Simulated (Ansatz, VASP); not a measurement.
## TiCo in VASP and in Ansatz

The input INCAR:

```
ALGO = Normal ; EDIFF = 1E-7
ENCUT = 520 ; GGA = PE
ISIF = 2 ; ISMEAR = 0
ISPIN = 2 ; LASPH = True
LCHARG = True ; LELF = True
LMAXMIX = 4 ; LORBIT = 11
LREAL = False ; LVHAR = True
LWAVE = False ; MAGMOM = 0 1.09
NBANDS = 22 ; NELM = 150
PREC = Accurate ; SIGMA = 0.15
```

The input KPOINTS:

```
k-points
0
Gamma
  20 20 20
```

File POSCAR:

```
TiCo
1.0
    2.9855872881      0.0000000000      0.0000000000
    0.0000000000      2.9855872881      0.0000000000
    0.0000000000      0.0000000000      2.9855872881
Ti Co
1 1
Direct
    0.0096689564      0.0096689564      0.0096689564
    0.5000000000      0.5000000000      0.5000000000
```

Input for Ansatz:

```yaml
crystal:
  lattice:
    - [2.9855872881, 0.0, 0.0]
    - [0.0, 2.9855872881, 0.0]
    - [0.0, 0.0, 2.9855872881]
  atoms:
    - { symbol: Ti, position: [0.0096689564, 0.0096689564, 0.0096689564] }
    - { symbol: Co, position: [0.5, 0.5, 0.5], spin: 1.09 }
basis:
  ecutwfc: 420
kpoints:
  mp_grid: { grid: [20, 20, 20] }
hamiltonian:
  xc: pbe
scf:
  occupations: { method: gaussian, width: 0.15 }
output:
  forces: true
  stress: true
  eigenvalues: true
  populations: true
magnetization:
  spin_polarized: true
```

Change from the starting cell: all Ti atoms moved -0.050 Å, as atom 1 towards its neighbour atom 2 (Co) at 2.586 Å.

Alike in both runs: task single point; functional PBE; k mesh 20 × 20 × 20; occupations gaussian, width 0.15 eV; collinear spin.

```csv
,VASP,Ansatz
version,VASP 6.6.1,Ansatz 0.2.0
potentials or method,"VASP PAW PBE potentials, release 64 (Ti_sv, Co), cutoff 520 eV","scalar-relativistic, plane waves, PAW"
valence electrons in the cell,21,29
```

```csv
,VASP,Ansatz,Ansatz less VASP
gap on the k mesh at the Fermi level (eV),none,none,-
pressure (GPa),-0.5,0.0,+0.53
rms of the force components (eV/Å),0.143,0.145,+0.0022
net moment per atom (μB),0.42,0.43,+0.009
size of the moment on the site where the two differ most (μB),0.92,0.96,+0.039
```

Site moments also hang on the region over which each program counts them. Atom by atom the forces differ by 0.002 eV/Å (rms over components). A gap of «none» marks a metal or a gap that the smearing closes. With one functional, cell and mesh, what is left measures potentials, basis and numerics. VASP's potentials hold 21 valence electrons a cell and Ansatz's 29, so a difference there can come from the potentials and not from the codes.
